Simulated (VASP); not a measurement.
# MoS2 (P-3m1) in VASP: notebook

MoS2 is run at these levels: revPBE+D3(BJ); tasks: single point.

All numbers are computed with VASP 6.6.1; they aren't measurements. Logs are shortened: lines on timing, memory, paths and dates and some standing lists are left out, and cuts for length are marked.

### Step 1. The cell of the first run

It takes space group P-3m1 (No. 164, trigonal). The conventional cell has a = 3.184 Å, b = 3.184 Å, c = 6.227 Å, α = 90.00°, β = 90.00°, γ = 120.00°. Mo (site symmetry -3m) has 6 S at 2.39 Å and 6 Mo at 3.18 Å within 3.2 Å. S (site symmetry 3m) has 3 Mo at 2.39 Å and 6 S at 3.18 Å within 3.2 Å.

### Step 2. Single point, revPBE+D3(BJ)

File INCAR:

```
PREC = Accurate ; ENCUT = 520
EDIFF = 1E-6 ; ISMEAR = -1
SIGMA = 0.05 ; LREAL = F
LASPH = T ; NELM = 80
ALGO = Normal ; ISIF = 2
LWAVE = F ; LCHARG = F
GGA = RE ; IVDW = 12
NBANDS = 20
```

File KPOINTS:

```
Automatic mesh
0
Gamma
  9 9 4
```

File POSCAR:

```
MoS2
1.0
    3.1838448285      0.0000000000      0.0000000000
   -1.5919224143      2.7572905031      0.0000000000
    0.0000000000      0.0000000000      6.2271592669
Mo S
1 2
Direct
    0.0000000000      0.0000000000      0.5000000000
    0.6666666667      0.3333333333      0.7446806800
    0.3333333333      0.6666666667      0.2553193200
```

Potentials or basis: VASP PAW PBE potentials, release 64 (Mo_sv, S).

Launch:

```bash
$ cat potpaw_PBE.64/Mo_sv/POTCAR potpaw_PBE.64/S/POTCAR > POTCAR
$ mpirun -np 1 vasp_std > vasp.out
```

OUTCAR:

```text
PREC = Accurate
   ENCUT = 520
   EDIFF = 1E-6
   ISMEAR = -1
   LREAL = F
   LASPH = T
   NELM = 80
   ISIF = 2
   GGA = RE
   IVDW = 12
 IVDW          = 12

 ion  position               nearest neighbor table
   1  0.000  0.000  0.500-   2 2.39   3 2.39   3 2.39   2 2.39   2 2.39   3 2.39
   2  0.667  0.333  0.745-   1 2.39   1 2.39   1 2.39
   3  0.333  0.667  0.255-   1 2.39   1 2.39   1 2.39

  LATTYP: Found a hexagonal cell.
 ALAT       =     3.1838448285
 C/A-ratio  =     1.9558614199

  Lattice vectors:

 A1 = (   3.1838448285,   0.0000000000,   0.0000000000)
 A2 = (  -1.5919224143,   2.7572905031,   0.0000000000)
 A3 = (   0.0000000000,   0.0000000000,   6.2271592669)

Analysis of symmetry for initial positions (statically):
=====================================================================
 Subroutine PRICEL returns:
 Original cell was already a primitive cell.

 Routine SETGRP: Setting up the symmetry group for a
 hexagonal supercell.

 Subroutine GETGRP returns: Found 12 space group operations
 (whereof 12 operations were pure point group operations)
 out of a pool of 24 trial point group operations.

The static configuration has the point symmetry D_3d.

Analysis of symmetry for dynamics (positions and initial velocities):
=====================================================================
 Subroutine PRICEL returns:
 Original cell was already a primitive cell.

 Routine SETGRP: Setting up the symmetry group for a
 hexagonal supercell.

 Subroutine GETGRP returns: Found 12 space group operations
 (whereof 12 operations were pure point group operations)
 out of a pool of 24 trial point group operations.

The dynamic configuration has the point symmetry D_3d.

 Subroutine INISYM returns: Found 12 space group operations
 (whereof 12 operations are pure point group operations),
 and found     1 'primitive' translations

----------------------------------------------------------------------------------------

                                     Primitive cell

  volume of cell :      54.6669

  direct lattice vectors                    reciprocal lattice vectors
     3.183844828  0.000000000  0.000000000     0.314085659  0.181337440  0.000000000
    -1.591922414  2.757290503  0.000000000     0.000000000  0.362674879  0.000000000
     0.000000000  0.000000000  6.227159267     0.000000000  0.000000000  0.160586867

  length of vectors
     3.183844828  3.183844828  6.227159267     0.362674879  0.362674879  0.160586867

  position of ions in fractional coordinates (direct lattice)
     0.000000000  0.000000000  0.500000000
     0.666666667  0.333333333  0.744680680
     0.333333333  0.666666667  0.255319320

  ion indices of the primitive-cell ions
   primitive index   ion index
                 1           1
                 2           2
                 3           3

----------------------------------------------------------------------------------------

 KPOINTS: Automatic mesh

Automatic generation of k-mesh.
 Grid dimensions read from file:
 generate k-points for:    9    9    4

 Generating k-lattice:

  Cartesian coordinates                     Fractional coordinates (reciprocal lattice)
     0.034898407  0.020148604  0.000000000     0.111111111 -0.000000000  0.000000000
     0.000000000  0.040297209  0.000000000     0.000000000  0.111111111  0.000000000
     0.000000000  0.000000000  0.040146717     0.000000000  0.000000000  0.250000000

  Length of vectors
     0.040297209  0.040297209  0.040146717

  Shift w.r.t. Gamma in fractional coordinates (k-lattice)
     0.000000000  0.000000000  0.000000000

 Subroutine IBZKPT returns following result:
 ===========================================

 Found     43 irreducible k-points:

 Following reciprocal coordinates:
            Coordinates               Weight
  0.000000  0.000000  0.000000      1.000000
  0.111111 -0.000000  0.000000      6.000000
  0.222222  0.000000  0.000000      6.000000
  0.333333  0.000000  0.000000      6.000000
  0.444444  0.000000  0.000000      6.000000
  0.111111  0.111111  0.000000      6.000000
[... 16 lines left out ...]
  0.222222  0.111111  0.250000     12.000000
 -0.111111  0.333333  0.250000     12.000000
 [... further k-points ...]
   k-points           NKPTS =     43   k-points in BZ     NKDIM =     43   number of bands    NBANDS=     20
   number of dos      NEDOS =    301   number of ions     NIONS =      3
   total plane-waves  NPLWV =  27648
   dimension x,y,z NGX =    24 NGY =   24 NGZ =   48
   dimension x,y,z NGXF=    48 NGYF=   48 NGZF=   96
   ions per type =               1   2
   NGX,Y,Z   is equivalent  to a cutoff of  12.53, 12.53, 12.81 a.u.
   NGXF,Y,Z  is equivalent  to a cutoff of  25.06, 25.06, 25.63 a.u.
 SYSTEM =  unknown system
   PREC   = accura    normal or accurate (medium, high low for compatibility)
   ISTART =      0    job   : 0-new  1-cont  2-samecut
   ICHARG =      2    charge: 1-file 2-atom 10-const
   ISPIN  =      1    spin polarized calculation?
   LNONCOLLINEAR =      F non collinear calculations
   LSORBIT =      F    spin-orbit coupling
   LASPH  =      T    aspherical Exc in radial PAW
   ENCUT  =  520.0 eV  38.22 Ry    6.18 a.u.   5.92  5.92 11.58*2*pi/ulx,y,z
   NELM   =     80;   NELMIN=  2; NELMDL= -5     # of ELM steps
   EDIFF  = 0.1E-05   stopping-criterion for ELM
   LREAL  =      F    real-space projection
   EDIFFG = 0.1E-04   stopping-criterion for IOM
   NSW    =      0    number of steps for IOM
   IBRION =     -1    ionic relax: 0-MD 1-quasi-New 2-CG
   NFREE  =      0    steps in history (QN), initial steepest desc. (CG)
   ISIF   =      2    stress and relaxation
   ISYM   =      2    0-nonsym 1-usesym 2-fastsym
   POTIM  = 0.5000    time-step for ionic-motion
   TEBEG  =    0.0;   TEEND  =   0.0 temperature during run
   PSTRESS=    0.0 pullay stress
   NELECT =      26.0000    total number of electrons
   NUPDOWN=      -1.0000    fix difference up-down
   EMIN   =  10.00;   EMAX   =-10.00  energy-range for DOS
   EFERMI =   0.00;   METHOD = LEGACY
   ISMEAR =    -1;   SIGMA  =   0.05  broadening in eV -4-tet -1-fermi 0-gaus
   EFERMI_NEDOS =   21; number of points for ismear=-14 and -15
   IALGO  =     38    algorithm
   IMIX   =      4    mixing-type and parameters
     AMIX     =   0.40;   BMIX     =  1.00
     AMIX_MAG =   1.60;   BMIX_MAG =  1.00
  volume/ion in A,a.u.               =      18.22       122.97
  Fermi-wavevector in a.u.,A,eV,Ry     =   1.277883  2.414849 22.218115  1.632985
  Thomas-Fermi vector in A             =   2.410457
   LORBIT       =      0    0 simple, 1 ext, 2 COOP (PROOUT), +10 PAW based schemes
   GGA     = RE    functional components
   LHFCALC =     F    Hartree Fock is set to
   AEXX    =    0.0000 exact exchange contribution
   IVDW    =    12    specifies the selected vdW correction
   LEPSILON=     F    determine dielectric tensor
   LRPA    =     F    only Hartree local field effects (RPA)
 non-spin polarized calculation
  energy-cutoff  :      520.00
  volume of cell :       54.67
 maximum number of plane-waves:      1506
   NGX = 11   NGY = 11   NGZ = 23

 number of electron      25.9999998 magnetization

 Free energy of the ion-electron system (eV)
  ---------------------------------------------------
  ext. energy  EPLUGINS =         0.00000000
  ---------------------------------------------------
  free energy    TOTEN  =       -19.85423497 eV

  energy without entropy =      -19.84610837  energy(sigma->0) =      -19.85017167

 E-fermi :   7.5068     XC(G=0): -10.5228

 val. band max:        7.4998280631   @ k =   0.3333   0.2222   0.0000
 cond. band min:       7.5144829628   @ k =   0.1111  -0.0000   0.0000
 fundamental gap:      0.0146548996
 Fermi energy:         7.5068385175

 k-point     1 :       0.0000    0.0000    0.0000
  band No.  band energies     occupation
      1     -54.2732      2.00000
      2     -28.3356      2.00000
      3     -28.2769      2.00000
      4     -28.2769      2.00000
      5      -7.5950      2.00000
      6      -6.0387      2.00000
[... 12 lines left out ...]
     19      14.2200      0.00000
     20      17.0891      0.00000

 k-point     2 :       0.1111   -0.0000    0.0000
  band No.  band energies     occupation
      1     -54.2687      2.00000
      2     -28.3268      2.00000
      3     -28.3220      2.00000
      4     -28.2872      2.00000
      5      -7.3987      2.00000
      6      -6.0021      2.00000
[... 12 lines left out ...]
     19      14.8083      0.00000
     20      16.6495      0.00000

 k-point     3 :       0.2222    0.0000    0.0000
  band No.  band energies     occupation
      1     -54.2574      2.00000
      2     -28.4359      2.00000
      3     -28.3132      2.00000
      4     -28.3033      2.00000
      5      -6.8640      2.00000
      6      -5.9009      2.00000
[... 12 lines left out ...]
     19      15.5594      0.00000
     20      16.3125      0.00000

 k-point     4 :       0.3333    0.0000    0.0000
  band No.  band energies     occupation
      1     -54.2446      2.00000
      2     -28.5627      2.00000
      3     -28.3426      2.00000
      4     -28.2769      2.00000
      5      -6.2212      2.00000
      6      -5.6967      2.00000
[... 12 lines left out ...]
     19      14.7095      0.00000
     20      15.6135      0.00000

 k-point     5 :       0.4444    0.0000    0.0000
  band No.  band energies     occupation
      1     -54.2361      2.00000
      2     -28.6440      2.00000
      3     -28.3617      2.00000
      4     -28.2596      2.00000
      5      -5.9587      2.00000
      6      -5.2719      2.00000
[... 12 lines left out ...]
     19      14.5687      0.00000
     20      15.7291      0.00000
[... 353 lines left out ...]
      6      -5.2650      2.00000
[... 12 lines left out ...]
     19      14.0868      0.00000
     20      14.9874      0.00000

 k-point    22 :       0.1111    0.1111    0.2500
  band No.  band energies     occupation
      1     -54.2608      2.00000
      2     -28.3976      2.00000
      3     -28.3127      2.00000
      4     -28.3072      2.00000
      5      -6.9488      2.00000
      6      -6.0524      2.00000
[... 12 lines left out ...]
     19      15.9801      0.00000
     20      16.5106      0.00000

 k-point    23 :       0.2222    0.1111    0.2500
  band No.  band energies     occupation
      1     -54.2488      2.00000
      2     -28.5082      2.00000
      3     -28.3470      2.00000
      4     -28.2855      2.00000
      5      -6.3731      2.00000
      6      -5.8460      2.00000
[... 12 lines left out ...]
     19      15.3943      0.00000
     20      16.6309      0.00000

 k-point    24 :      -0.1111    0.3333    0.2500
  band No.  band energies     occupation
      1     -54.2488      2.00000
      2     -28.5082      2.00000
      3     -28.3470      2.00000
      4     -28.2855      2.00000
      5      -6.3120      2.00000
      6      -5.9228      2.00000
[... 12 lines left out ...]
     19      15.9393      0.00000
     20      16.0832      0.00000

 [... further k-points ...]

------------------------ aborting loop because EDIFF is reached ----------------------------------------

 Edisp (eV)   -2.43749

 E8    (eV) :    -1.6497

  FORCE on cell =-STRESS in cart. coord.  units (eV):
  Direction    XX          YY          ZZ          XY          YZ          ZX
  --------------------------------------------------------------------------------------
  -------------------------------------------------------------------------------------
  Total       0.06470     0.06470     1.32996    -0.00000     0.00000    -0.00000
  in kB       1.89633     1.89633    38.97858    -0.00000     0.00000    -0.00000
  external pressure =       14.26 kB  Pullay stress =        0.00 kB

 VOLUME and BASIS-vectors are now :
 -----------------------------------------------------------------------------
  energy-cutoff  :      520.00
  volume of cell :       54.67
      direct lattice vectors                 reciprocal lattice vectors
     3.183844828  0.000000000  0.000000000     0.314085659  0.181337440  0.000000000
    -1.591922414  2.757290503  0.000000000     0.000000000  0.362674879  0.000000000
     0.000000000  0.000000000  6.227159267     0.000000000  0.000000000  0.160586867

 POSITION                                       TOTAL-FORCE (eV/Angst)
 -----------------------------------------------------------------------------------
      0.00000      0.00000      3.11358         0.000000      0.000000      0.000000
      1.59192      0.91910      4.63725        -0.000000      0.000000      1.000985
     -0.00000      1.83819      1.58991         0.000000      0.000000     -1.000985
 -----------------------------------------------------------------------------------
    total drift:                                0.000000     -0.000000      0.000000

  FREE ENERGIE OF THE ION-ELECTRON SYSTEM (eV)
  ---------------------------------------------------
  free  energy   TOTEN  =       -22.2917253117 eV

  energy  without entropy=      -22.2835987134  energy(sigma->0) =      -22.28766201
```

It took 58 s on 1 thread of Intel Xeon 8259CL, shared host; peak memory 0.2 GiB.

What came out:

* Free energy: -22.2917 eV
* Pressure: 1.4 GPa
* Largest force: 1.001 eV/Å
* Band gap on the k mesh: zero (bands 13 and 14 overlap by 1.05 eV)
* Dispersion energy per atom: -0.812 eV

Forces on the atoms (eV/Å):
```
Mo   0.000  0.000  0.000
S    0.000  0.000  1.001
S    0.000  0.000 -1.001
```

Stress tensor (GPa, compression positive):
```
0.19 0.00 0.00
0.00 0.19 0.00
0.00 0.00 3.90
```

Caveat: the PAW data sets were made with another functional, which shifts forces and pressure a little.

### Step 3. Single point, revPBE+D3(BJ)

This run uses another cell than the first one, of 18.60 Å³/atom.

File INCAR:

```
SYSTEM = MoS2
PREC     = Accurate       ! precision mode
ENCUT    = 520            ! plane-wave cutoff, eV
EDIFF    = 1E-6           ! SCF threshold, eV
ISMEAR   = -1             ! smearing method
SIGMA    = 0.05           ! smearing width, eV
LREAL    = .False.        ! projectors in reciprocal space
LASPH    = .True.         ! aspherical terms in the spheres
NELM     = 60             ! most SCF steps
ALGO     = Normal         ! electronic algorithm
ISIF     = 2              ! what is computed and relaxed
LWAVE    = .False.        ! write WAVECAR
LCHARG   = .True.         ! write CHGCAR
GGA      = RE             ! functional
IVDW     = 12             ! dispersion correction
LELF     = .True.         ! ELF
LVHAR    = .True.       
NBANDS   = 20             ! bands
```

File KPOINTS:

```
regular mesh
0
Gamma
  9 9 4
  0 0 0
```

File POSCAR:

```
MoS2
1.0
    3.2058030729      0.0000000000      0.0000000000
   -1.6029015365      2.7763069006      0.0000000000
    0.0000000000      0.0000000000      6.2701065500
Mo S
1 2
Direct
    0.0000000000      0.0000000000      0.5000000000
    0.6666666667      0.3333333333      0.7446806800
    0.3333333333      0.6666666667      0.2553193200
```

Potentials or basis: VASP PAW PBE potentials, release 64 (Mo_sv, S).

Launch:

```bash
$ cat potpaw_PBE.64/Mo_sv/POTCAR potpaw_PBE.64/S/POTCAR > POTCAR
$ mpirun -np 1 vasp_std > vasp.out
```

Run time: 65 s. Hardware: 1 thread of Intel Xeon 8259CL, shared host; peak memory 0.21 GiB.

It converged, with:

| Quantity | Value |
| --- | --- |
| Free energy | -22.2919 eV |
| Pressure | -1.5 GPa |
| Largest force | 0.641 eV/Å |
| Band gap on the k mesh | zero (bands 13 and 14 overlap by 1.05 eV) |
| Dispersion energy per atom | -0.795 eV |

Forces on the atoms (eV/Å):
```
Mo   0.000  0.000  0.000
S    0.000  0.000  0.641
S    0.000  0.000 -0.641
```

Stress tensor (GPa, compression positive):
```
-2.56  0.00  0.00
 0.00 -2.56  0.00
 0.00  0.00  0.77
```

Levels at points of the mesh, in eV from the Fermi level:
| k point | band 10 | band 11 | band 12 | band 13 | band 14 | band 15 | band 16 | band 17 |
| --- | --- | --- | --- | --- | --- | --- | --- | --- |
| (0.00, 0.00, 0.00) | -1.88 | -1.08 | -0.98 | -0.98 | -0.33 | -0.33 | 3.26 | 3.26 |
| (0.00, 0.00, 0.50) | -3.62 | -0.98 | -0.98 | -0.40 | -0.40 | -0.08 | 3.43 | 3.43 |

Caveat: the PAW data sets were made with another functional, which shifts forces and pressure a little.

### Step 4. Single point, revPBE+D3(BJ)

This run uses another cell than the first one, of 18.98 Å³/atom.

File INCAR:

```
SYSTEM = MoS2
PREC = Accurate
ENCUT = 520
EDIFF = 1E-6
ISMEAR = -1
SIGMA = 0.05
LREAL = .FALSE.
LASPH = .TRUE.
NELM = 80
ALGO = Normal
ISIF = 2
LWAVE = .FALSE.
LCHARG = .FALSE.
GGA = RE
IVDW = 12
NBANDS = 20
```

File KPOINTS:

```
Automatic mesh
0
G
  9 9 4
  0 0 0
```

File POSCAR:

```
MoS2
1.0
    3.2274645616      0.0000000000      0.0000000000
   -1.6137322808      2.7950663001      0.0000000000
    0.0000000000      0.0000000000      6.3124734200
Mo S
1 2
Direct
    0.0000000000      0.0000000000      0.5000000000
    0.6666666667      0.3333333333      0.7446806800
    0.3333333333      0.6666666667      0.2553193200
```

Launch:

```bash
$ cat potpaw_PBE.64/Mo_sv/POTCAR potpaw_PBE.64/S/POTCAR > POTCAR
$ mpirun -np 1 vasp_std > vasp.out
```

Wall time 55 s (1 thread of Intel Xeon 8259CL, shared host); peak memory 0.2 GiB.

It converged, with:

| Item | Value |
| --- | --- |
| Free energy | -22.2727 eV |
| Pressure | -4.0 GPa |
| Largest force | 0.308 eV/Å |
| Band gap on the k mesh | zero (bands 13 and 14 overlap by 1.05 eV) |
| Dispersion energy per atom | -0.779 eV |

Forces in eV/Å, atoms in the order of the input:
```
Mo   0.000  0.000  0.000
S    0.000  0.000  0.308
S    0.000  0.000 -0.308
```

Stress tensor (GPa, compression positive):
```
-5.01  0.00  0.00
 0.00 -5.01  0.00
 0.00  0.00 -2.05
```

Levels at points of the mesh, in eV from the Fermi level:
```
           k point  band 10  band 11  band 12  band 13  band 14  band 15  band 16  band 17
(0.00, 0.00, 0.00)    -1.86    -1.03    -0.94    -0.94    -0.34    -0.34     3.18     3.18
(0.00, 0.00, 0.50)    -3.54    -0.95    -0.95    -0.41    -0.41    -0.09     3.33     3.33
```

Caveat: the cell stands under tension; the PAW data sets were made with another functional, which shifts forces and pressure a little.

[end of part 1 of 2]

The gap in the log of VASP goes by the Fermi energy; the results here count the filled bands.